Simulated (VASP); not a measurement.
A run of VASP 6.6.1:

File INCAR:

```
SYSTEM = Sb
  PREC = Accurate
  ENCUT = 520
  EDIFF = 1E-6
  ISMEAR = 1
  SIGMA = 0.05
  LREAL = .FALSE.
  LASPH = .TRUE.
  NELM = 60
  ALGO = Normal
  ISIF = 2
  LWAVE = .FALSE.
  LCHARG = .TRUE.
  GGA = PS
  LELF = .TRUE.
  LVHAR = .TRUE.
  NBANDS = 8
```

KPOINTS

```
regular mesh
0
G
  7 7 9
  0 0 0
```

Contents of POSCAR:

```
Sb
1.0
   -1.5948718800      1.5512544700      2.7276667100
    1.5472171300     -1.5649253900      2.7079107700
    1.6154168300      1.5854703400     -2.7356140700
Sb
1
Direct
    0.0000000000      0.0000000000      0.0000000000
```

Potentials or basis: VASP PAW PBE potentials, release 64 (Sb).

Command:

```sh
$ cat potpaw_PBE.64/Sb/POTCAR > POTCAR
$ mpirun -np 1 vasp_std > vasp.out
```

Hardware: 1 thread of Intel(R) Xeon(R) Platinum 8259CL CPU @ 2.50GHz (Skylake/Cascade Lake), on a shared host.

Question: How long does it take, and how much memory?

Answer: It took 39 s on 1 thread of Intel(R) Xeon(R) Platinum 8259CL CPU @ 2.50GHz (Skylake/Cascade Lake) (shared host), peak memory 0.19 GiB. Counts: scf iterations 9, k points 221.
